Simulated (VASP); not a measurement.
A run of VASP 6.6.1:

Contents of INCAR:

```
SYSTEM = Ta
  PREC = Accurate
  ENCUT = 520
  EDIFF = 1E-6
  ISMEAR = -1
  SIGMA = 0.08
  LREAL = .FALSE.
  LASPH = .TRUE.
  NELM = 100
  ALGO = Normal
  ISIF = 2
  LWAVE = .FALSE.
  LCHARG = .FALSE.
  LDIPOL = .TRUE.
  IDIPOL = 3
  DIPOL = 0.5 0.5 0.500
  GGA = PS
  IBRION = 2
  NSW = 32
  EDIFFG = -0.01
  KPAR = 2
```

The input KPOINTS:

```
regular mesh
0
G
  8 8 1
  0 0 0
```

Contents of POSCAR:

```
Ta
1.0
    4.6404568516      0.0000000000      0.0000000000
   -2.3202284258      4.0187535186      0.0000000000
    0.0000000000      0.0000000000     19.7889000000
Ta
5
Direct
    0.8333333333      0.1666666667      0.4160338701
    0.1666666667      0.8333333333      0.4560264764
    0.5000000000      0.5000000000      0.4999999860
    0.8333333333      0.1666666667      0.5439735287
    0.1666666667      0.8333333333      0.5839661388
```

Potentials or basis: VASP PAW PBE potentials, release 64 (Ta_pv).

The run is started by

```console
$ cat potpaw_PBE.64/Ta_pv/POTCAR > POTCAR
$ mpirun -np 2 vasp_std > vasp.out
```

Hardware: 2 MPI ranks on Intel(R) Xeon(R) Platinum 8559C (Emerald Rapids), on a shared host.

**Question.** Estimate the wall time of this run.

**Answer.** It took 2.2 min on 2 MPI ranks on Intel(R) Xeon(R) Platinum 8559C (Emerald Rapids), with other jobs on the host, peak memory 0.5 GiB a rank. Counts: scf iterations 29, k points 10, ion steps 2.
